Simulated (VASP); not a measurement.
# SiNi (zincblende type) (F-43m) in VASP: relaxation of cell and atoms with PBE

Aim: the relaxation of cell and atoms of SiNi (zincblende type) with PBE.

All numbers are computed with VASP 6.6.1; they aren't measurements. Logs are shortened: lines on timing, memory, paths and dates and some standing lists are left out, and cuts for length are marked.

## 1. The cell of the first run

Symmetry: F-43m, No. 216, cubic system. The conventional cell has a = 4.446 Å, b = 4.446 Å, c = 4.446 Å, α = 90.00°, β = 90.00°, γ = 90.00°. Within 2.6 Å of Ni (site symmetry -43m) lie 4 Si at 1.93 Å. Si (site symmetry -43m) has 4 Ni at 1.93 Å within 2.6 Å.

## 2. Relaxation of cell and atoms, PBE, target pressure 110 GPa, at which the enthalpy is minimised

INCAR reads:

```
SYSTEM = SiNi
  PREC = Accurate
  ENCUT = 600
  EDIFF = 1E-6
  ISMEAR = -1
  SIGMA = 0.08
  LREAL = .False.
  LASPH = .True.
  NELM = 100
  ALGO = Normal
  ISIF = 3
  LWAVE = .False.
  LCHARG = .False.
  GGA = PE
  IBRION = 2
  NSW = 32
  EDIFFG = -0.005
  PSTRESS = 1100.0
```

KPOINTS reads:

```
regular mesh
0
Gamma
  14 14 14
  0 0 0
```

POSCAR reads:

```
SiNi
1.0
    0.0000000000      2.2231213863      2.2231213863
    2.2231213863      0.0000000000      2.2231213863
    2.2231213863      2.2231213863      0.0000000000
Ni Si
1 1
Direct
    0.0000000000      0.0000000000      0.0000000000
    0.2500000000      0.2500000000      0.2500000000
```

Potentials or basis: VASP PAW PBE potentials, release 64 (Ni, Si).

Run with:

```
$ cat potpaw_PBE.64/Ni/POTCAR potpaw_PBE.64/Si/POTCAR > POTCAR
$ mpirun -np 1 vasp_std > vasp.out
```

OUTCAR:

```text
SYSTEM = SiNi
   PREC = Accurate
   ENCUT = 600
   EDIFF = 1E-6
   ISMEAR = -1
   LREAL = .False.
   LASPH = .True.
   NELM = 100
   ISIF = 3
   GGA = PE
   IBRION = 2
   NSW = 32
   EDIFFG = -0.005
   PSTRESS = 1100.0

 ion  position               nearest neighbor table
   1  0.000  0.000  0.000-   2 1.93   2 1.93   2 1.93   2 1.93
   2  0.250  0.250  0.250-   1 1.93   1 1.93   1 1.93   1 1.93

  LATTYP: Found a face centered cubic cell.
 ALAT       =     4.4462427726

  Lattice vectors:

 A1 = (   0.0000000000,   2.2231213863,   2.2231213863)
 A2 = (   2.2231213863,   0.0000000000,   2.2231213863)
 A3 = (   2.2231213863,   2.2231213863,   0.0000000000)

Analysis of symmetry for initial positions (statically):
=====================================================================
 Subroutine PRICEL returns:
 Original cell was already a primitive cell.

 Routine SETGRP: Setting up the symmetry group for a
 face centered cubic supercell.

 Subroutine GETGRP returns: Found 24 space group operations
 (whereof 24 operations were pure point group operations)
 out of a pool of 48 trial point group operations.

The static configuration has the point symmetry T_d .

Analysis of symmetry for dynamics (positions and initial velocities):
=====================================================================
 Subroutine PRICEL returns:
 Original cell was already a primitive cell.

 Routine SETGRP: Setting up the symmetry group for a
 face centered cubic supercell.

 Subroutine GETGRP returns: Found 24 space group operations
 (whereof 24 operations were pure point group operations)
 out of a pool of 48 trial point group operations.

The dynamic configuration has the point symmetry T_d .

 Subroutine INISYM returns: Found 24 space group operations
 (whereof 24 operations are pure point group operations),
 and found     1 'primitive' translations

----------------------------------------------------------------------------------------

                                     Primitive cell

  volume of cell :      21.9745

  direct lattice vectors                    reciprocal lattice vectors
     0.000000000  2.223121386  2.223121386    -0.224908996  0.224908996  0.224908996
     2.223121386  0.000000000  2.223121386     0.224908996 -0.224908996  0.224908996
     2.223121386  2.223121386  0.000000000     0.224908996  0.224908996 -0.224908996

  length of vectors
     3.143968415  3.143968415  3.143968415     0.389553809  0.389553809  0.389553809

  position of ions in fractional coordinates (direct lattice)
     0.000000000  0.000000000  0.000000000
     0.250000000  0.250000000  0.250000000

  ion indices of the primitive-cell ions
   primitive index   ion index
                 1           1
                 2           2

----------------------------------------------------------------------------------------

 KPOINTS: regular mesh

Automatic generation of k-mesh.
 Grid dimensions read from file:
 generate k-points for:   14   14   14

 Generating k-lattice:

  Cartesian coordinates                     Fractional coordinates (reciprocal lattice)
    -0.016064928  0.016064928  0.016064928     0.071428571  0.000000000  0.000000000
     0.016064928 -0.016064928  0.016064928     0.000000000  0.071428571  0.000000000
     0.016064928  0.016064928 -0.016064928     0.000000000  0.000000000  0.071428571

  Length of vectors
     0.027825272  0.027825272  0.027825272

  Shift w.r.t. Gamma in fractional coordinates (k-lattice)
     0.000000000  0.000000000  0.000000000

 Subroutine IBZKPT returns following result:
 ===========================================

 Found    104 irreducible k-points:

 Following reciprocal coordinates:
            Coordinates               Weight
  0.000000  0.000000  0.000000      1.000000
  0.071429  0.000000  0.000000      8.000000
  0.142857  0.000000  0.000000      8.000000
  0.214286  0.000000  0.000000      8.000000
  0.285714  0.000000  0.000000      8.000000
  0.357143  0.000000  0.000000      8.000000
[... 16 lines left out ...]
  0.214286  0.142857  0.000000     24.000000
  0.285714  0.142857  0.000000     24.000000
 [... further k-points ...]
   k-points           NKPTS =    104   k-points in BZ     NKDIM =    104   number of bands    NBANDS=     11
   number of dos      NEDOS =    301   number of ions     NIONS =      2
   total plane-waves  NPLWV =  21952
   dimension x,y,z NGX =    28 NGY =   28 NGZ =   28
   dimension x,y,z NGXF=    56 NGYF=   56 NGZF=   56
   ions per type =               1   1
   NGX,Y,Z   is equivalent  to a cutoff of  14.81, 14.81, 14.81 a.u.
   NGXF,Y,Z  is equivalent  to a cutoff of  29.61, 29.61, 29.61 a.u.
 SYSTEM =  SiNi
   PREC   = accura    normal or accurate (medium, high low for compatibility)
   ISTART =      0    job   : 0-new  1-cont  2-samecut
   ICHARG =      2    charge: 1-file 2-atom 10-const
   ISPIN  =      1    spin polarized calculation?
   LNONCOLLINEAR =      F non collinear calculations
   LSORBIT =      F    spin-orbit coupling
   LASPH  =      T    aspherical Exc in radial PAW
   ENCUT  =  600.0 eV  44.10 Ry    6.64 a.u.   6.28  6.28  6.28*2*pi/ulx,y,z
   NELM   =    100;   NELMIN=  2; NELMDL= -5     # of ELM steps
   EDIFF  = 0.1E-05   stopping-criterion for ELM
   LREAL  =      F    real-space projection
   EDIFFG = -.5E-02   stopping-criterion for IOM
   NSW    =     32    number of steps for IOM
   IBRION =      2    ionic relax: 0-MD 1-quasi-New 2-CG
   NFREE  =      1    steps in history (QN), initial steepest desc. (CG)
   ISIF   =      3    stress and relaxation
   ISYM   =      2    0-nonsym 1-usesym 2-fastsym
   POTIM  = 0.5000    time-step for ionic-motion
   TEBEG  =    0.0;   TEEND  =   0.0 temperature during run
   PSTRESS= 1100.0 pullay stress
   NELECT =      14.0000    total number of electrons
   NUPDOWN=      -1.0000    fix difference up-down
   EMIN   =  10.00;   EMAX   =-10.00  energy-range for DOS
   EFERMI =   0.00;   METHOD = LEGACY
   ISMEAR =    -1;   SIGMA  =   0.08  broadening in eV -4-tet -1-fermi 0-gaus
   EFERMI_NEDOS =   21; number of points for ismear=-14 and -15
   IALGO  =     38    algorithm
   IMIX   =      4    mixing-type and parameters
     AMIX     =   0.40;   BMIX     =  1.00
     AMIX_MAG =   1.60;   BMIX_MAG =  1.00
  volume/ion in A,a.u.               =      10.99        74.15
  Fermi-wavevector in a.u.,A,eV,Ry     =   1.408676  2.662011 26.998952  1.984367
  Thomas-Fermi vector in A             =   2.530809
   LORBIT       =      0    0 simple, 1 ext, 2 COOP (PROOUT), +10 PAW based schemes
   GGA     = PE    functional components
   LHFCALC =     F    Hartree Fock is set to
   AEXX    =    0.0000 exact exchange contribution
   IVDW    =     0    specifies the selected vdW correction
   LEPSILON=     F    determine dielectric tensor
   LRPA    =     F    only Hartree local field effects (RPA)
 conjugate gradient relaxation of ions
 non-spin polarized calculation
  energy-cutoff  :      600.00
  volume of cell :       21.97
 maximum number of plane-waves:       754
 NGX is ok and might be reduce to    28
   NGX = 13   NGY = 13   NGZ = 13

--------------------------------------- Ionic step        1  -------------------------------------------

 number of electron      14.0000002 magnetization

 Free energy of the ion-electron system (eV)
  ---------------------------------------------------
  ext. energy  EPLUGINS =         0.00000000
  ---------------------------------------------------
  free energy    TOTEN  =        -7.59249490 eV

  energy without entropy =       -7.57681768  energy(sigma->0) =       -7.58465629

------------------------ aborting loop because EDIFF is reached ----------------------------------------

  FORCE on cell =-STRESS in cart. coord.  units (eV):
  Direction    XX          YY          ZZ          XY          YZ          ZX
  --------------------------------------------------------------------------------------
  -------------------------------------------------------------------------------------
  Total       15.0684631     15.0684631     15.0684631      0.0000000      0.0000000      0.0000000
  in kB     1098.6516556   1098.6516556   1098.6516556      0.0000000      0.0000000      0.0000000
  external PRESSURE =      -1.3483444 kB  Pullay stress =    1100.0000000 kB
[... 61 lines left out ...]
  enthalpy is  TOTEN    =         7.4944885602 eV   P V=       15.0667752733

--------------------------------------- Ionic step        3  -------------------------------------------

 number of electron      14.0000002 magnetization

 Free energy of the ion-electron system (eV)
  ---------------------------------------------------
  ext. energy  EPLUGINS =         0.00000000
  ---------------------------------------------------
  free energy    TOTEN  =        -7.58778993 eV

  energy without entropy =       -7.57211433  energy(sigma->0) =       -7.57995213

 E-fermi :  11.6059     XC(G=0): -12.4718

 val. band max:       11.5903541058   @ k =  -0.2857   0.2857   0.0714
 cond. band min:      11.6070349586   @ k =  -0.4286   0.5000   0.0714
 fundamental gap:      0.0166808529
 Fermi energy:        11.6058662171

 k-point     1 :       0.0000    0.0000    0.0000
  band No.  band energies     occupation
      1      -1.7543      2.00000
      2       6.5264      2.00000
      3       6.5264      2.00000
      4       6.5264      2.00000
      5       7.9068      2.00000
      6       7.9068      2.00000
      7      19.5773      0.00000
      8      19.5773      0.00000
      9      19.5773      0.00000
     10      20.3022      0.00000
     11      20.3022      0.00000
[... 309 lines left out ...]
 k-point    24 :       0.2857    0.1429    0.0000
  band No.  band energies     occupation
      1      -0.1474      2.00000
      2       6.0230      2.00000
      3       6.7927      2.00000
      4       6.8583      2.00000
      5       7.5896      2.00000
      6       8.1178      2.00000
      7      13.1674      0.00000
      8      15.4814      0.00000
      9      17.0547      0.00000
     10      19.3738      0.00000
     11      21.8190      0.00000

 [... further k-points ...]

------------------------ aborting loop because EDIFF is reached ----------------------------------------

  FORCE on cell =-STRESS in cart. coord.  units (eV):
  Direction    XX          YY          ZZ          XY          YZ          ZX
  --------------------------------------------------------------------------------------
  -------------------------------------------------------------------------------------
  Total       15.0851270     15.0851270     15.0851270     -0.0000000      0.0000000     -0.0000000
  in kB     1100.2100196   1100.2100196   1100.2100196     -0.0000000      0.0000000     -0.0000000
  external PRESSURE =       0.2100196 kB  Pullay stress =    1100.0000000 kB
[... 17 lines left out ...]
  FREE ENERGIE OF THE ION-ELECTRON SYSTEM (eV)
  ---------------------------------------------------
  free  energy   TOTEN  =        -7.5877899346 eV

  energy  without entropy=       -7.5721143322  energy(sigma->0) =       -7.57995213

  enthalpy is  TOTEN    =         7.4944574166 eV   P V=       15.0822473511

 reached required accuracy - stopping structural energy minimisation
```

Run time: 52 s. Hardware: 1 thread of Intel Xeon Platinum 8375C at 2.90GHz (Ice Lake), shared host; peak memory 0.18 GiB.

What came out:

```yaml
Free_energy: -7.5878 eV
Relaxed_volume: 10.98 Å³/atom
Relaxed_cell: a = 3.144 Å, b = 3.144 Å, c = 3.144 Å, α = 60.00°, β = 60.00°, γ = 60.00°
Space_group_after_relaxing_to_0.1_Å: F-43m (No. 216)
Energy_change_on_relaxing_the_run_minimises_the_enthalpy: +2.4 meV/atom
Ionic_steps: 3
Pressure_after_relaxing: 110.0 GPa
Band_gap_on_the_k_mesh: zero (bands 7 and 8 overlap by 9.21 eV)
```

Step by step:
| step | energy change (eV) | largest force (eV/Å) | pressure (GPa) | volume (Å³) |
| --- | --- | --- | --- | --- |
| 1 | 0.0000 | 0.0000 | 109.87 | 21.97 |
| 2 | 0.0202 | 0.0000 | 110.44 | 21.95 |
| 3 | 0.0047 | 0.0000 | 110.02 | 21.97 |

Final structure:
```
CELL_PARAMETERS angstrom
0.00000 2.22289 2.22289
2.22289 0.00000 2.22289
2.22289 2.22289 0.00000
ATOMIC_POSITIONS crystal
Ni 0.00000 0.00000 0.00000
Si 0.25000 0.25000 0.25000
```

Caveat: the cell is relaxed towards a set pressure, so the run minimises the enthalpy, not the energy. Spin polarisation is off, so any magnetic state and its effect on volume and gap are missing.
